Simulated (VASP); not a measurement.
A run of VASP 6.6.1 is set up as follows.

POSCAR

```
Ti
1.0
    0.0000000000      2.7838202825      2.7838202825
    2.7838202825      0.0000000000      2.7838202825
    2.7838202825      2.7838202825      0.0000000000
Ti
2
Direct
    0.1250000000      0.1250000000      0.1250000000
    0.8750000000      0.8750000000      0.8750000000
```

File INCAR.step1:

```
  PREC = Accurate
  ENCUT = 520
  ISMEAR = -1
  SIGMA = 0.1
  LREAL = False
  LASPH = True
  NELM = 80
  NBANDS = 19
  GGA = PE
  ALGO = Normal
  EDIFF = 1E-4
  LWAVE = True
  LCHARG = False
```

INCAR.step2

```
  PREC = Accurate
  ENCUT = 520
  EDIFF = 1E-6
  ISMEAR = -1
  SIGMA = 0.1
  LREAL = False
  LASPH = True
  NELM = 80
  ALGO = Normal
  ISIF = 2
  LWAVE = False
  LCHARG = False
  METAGGA = R2SCAN
  LMIXTAU = True
  NBANDS = 19
  ISTART = 1
```

The input KPOINTS:

```
Automatic mesh
0
Gamma
  10 10 10
```

Potentials or basis: VASP PAW PBE potentials, release 64 (Ti_sv).

Run with:

```bash
$ cat potpaw_PBE.64/Ti_sv/POTCAR > POTCAR
$ cp INCAR.step1 INCAR
$ mpirun -np 1 vasp_std > vasp.out
$ cp INCAR.step2 INCAR
$ mpirun -np 1 vasp_std > vasp.out
```

**Question.** Estimate the band gap on the k mesh.

**Answer.** Zero (band 12 reaches 6.12 eV, above the bottom of band 13 at 5.84 eV).

**Question.** Predict the pressure.

**Answer.** 0.4 GPa.

Caveat: the PAW data sets were made with another functional, which shifts forces and pressure a little.
